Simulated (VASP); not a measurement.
Runs of VASP 6.6.1 on HfAlB4. The structure is that of space group P6/mmm (No. 191), or close to it. The cells are those of the table. 

```csv
task,cell,k mesh,cutoff (eV),gap on the mesh (eV),pressure (GPa),relaxed volume (Å³/atom),largest force (eV/Å)
single point,"a = 3.053, b = 3.053, c = 6.912 Å, angles 90.0, 90.0, 120.0°, 6 atoms",6 × 6 × 4,520,none,-0.3,-,0.01
relaxation of cell and atoms,"relaxed from a = 3.053, b = 3.053, c = 6.912 Å, angles 90.0, 90.0, 120.0°, 6 atoms",15 × 15 × 6,600,none,0.0,9.29,0.01
single point,"a = 3.053, b = 3.053, c = 6.918 Å, angles 90.0, 90.0, 120.0°, 6 atoms",15 × 15 × 6,520,none,-0.3,-,0.01
relaxation of cell and atoms,"relaxed from a = 2.970, b = 2.970, c = 6.414 Å, angles 90.0, 90.0, 120.0°, 6 atoms",6 × 6 × 4,600,none,0.0,9.29,0.01
single point,"a = 2.970, b = 2.970, c = 6.414 Å, angles 90.0, 90.0, 120.0°, 6 atoms",6 × 6 × 4,520,none,40.0,-,(a)
```

Alike in all rows: level PBE; potentials or basis VASP PAW PBE potentials, release 64 (Hf_pv, Al, B); no spin polarisation; smearing gaussian 0.1 eV.

Q: Estimate the missing entries.

A: (a) 1.55.

Caveats: some runs use coarse meshes; spin-orbit coupling is left out, which moves the levels of the heavy elements; forces of over 1 eV/Å act on the atoms, so gaps and moduli don't describe the material at rest (some runs).

A k mesh can miss the band edges, and the runs leave out spin-orbit coupling on Hf.

A gap of «none» marks levels without a gap at the run's occupations.
